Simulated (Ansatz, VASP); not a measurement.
**One calculation of Mg5Te3, two programs**

```
Mg Te
1.0
     4.13889    0.00000    0.00000
    -2.06944    3.58438    0.00000
     0.00000    0.00000   15.13815
Mg Te
5 3
Direct
  0.66667 0.33333 0.65471
  0.00000 0.00000 0.50000
  0.33333 0.66667 0.34529
  0.33333 0.66667 0.11503
  0.66667 0.33333 0.88497
  0.33333 0.66667 0.76850
  0.66667 0.33333 0.23150
  0.00000 0.00000 0.00000
```

Alike in both runs: task relaxation of cell and atoms; functional PBE; k mesh 12 × 12 × 2; occupations gaussian, width 0.1 eV; no spin polarisation.

```csv
,VASP,Ansatz
version,VASP 6.6.1,Ansatz 0.2.0
potentials or method,"VASP PAW PBE potentials, release 64 (Mg, Te), cutoff 600 eV","scalar-relativistic, plane waves, PAW"
valence electrons in the cell,28,98
```

```tsv
	VASP	Ansatz	Ansatz less VASP
gap on the k mesh at the Fermi level, each at its own relaxed structure (eV)	none	none	-
relaxed volume (Å³/atom)	28.01	28.07	+0.050
relaxed length of the cell vector where the two differ most in proportion (Å)	15.103	15.132	+0.0284
```

A gap of «none» marks a metal or a gap that the smearing closes. VASP's potentials hold 28 valence electrons a cell and Ansatz's 98, so a difference there can come from the potentials and not from the codes.

Neither program's run includes spin-orbit coupling.
